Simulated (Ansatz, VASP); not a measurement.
## Ge in VASP and in Ansatz

Contents of INCAR:

```
SYSTEM = Ge
ALGO = Normal ; EDIFF = 1E-6
ENCUT = 500 ; GGA = PE
GGA_COMPAT = .FALSE. ; ISIF = 2
ISMEAR = 0 ; LASPH = .TRUE.
LCHARG = .TRUE. ; LELF = .TRUE.
LREAL = .FALSE. ; LVHAR = .TRUE.
LWAVE = .FALSE. ; NBANDS = 21
NELM = 120 ; PREC = Accurate
SIGMA = 0.15
```

The input KPOINTS:

```
k-points
0
G
  14 14 14
  0 0 0
```

POSCAR

```
Ge
1.0
    0.0000000000      2.9136331000      2.8287700000
    2.8287700000      0.0000000000      2.8287700000
    2.8287700000      2.9136331000      0.0000000000
Ge
2
Direct
    0.5000000000      0.5000000000      0.5000000000
    0.7500000000      0.7500000000      0.7500000000
```

Input for Ansatz:

```yaml
crystal:
  lattice:
    - [0.0, 2.9136331, 2.82877]
    - [2.82877, 0.0, 2.82877]
    - [2.82877, 2.9136331, 0.0]
  atoms:
    - { symbol: Ge, position: [0.5, 0.5, 0.5] }
    - { symbol: Ge, position: [0.75, 0.75, 0.75] }
basis:
  ecutwfc: 420
kpoints:
  mp_grid: { grid: [14, 14, 14] }
hamiltonian:
  xc: pbe
scf:
  occupations: { method: gaussian, width: 0.15 }
output:
  forces: true
  stress: true
  eigenvalues: true
```

Change from the starting cell: strain +0.0300 x Voigt [0, 1, 0, 0, 0, 0], atoms carried along.

Alike in both runs: task single point; functional PBE; k mesh 14 × 14 × 14; occupations gaussian, width 0.15 eV; no spin polarisation.

|  | VASP | Ansatz |
| --- | --- | --- |
| version | VASP 6.6.1 | Ansatz 0.2.0 |
| potentials or method | VASP PAW PBE potentials, release 64 (Ge_d), cutoff 500 eV | scalar-relativistic, plane waves, PAW |
| valence electrons in the cell | 28 | 28 |

```csv
,VASP,Ansatz,Ansatz less VASP
gap on the k mesh at the Fermi level (eV),none,none,-
pressure (GPa),1.4,1.6,+0.16
"traceless stress, the component that is largest in VASP (GPa)",-1.41,-1.41,+0.002
```

A gap of «none» marks a metal or a gap that the smearing closes. With one functional, cell and mesh, what is left measures potentials, basis and numerics.
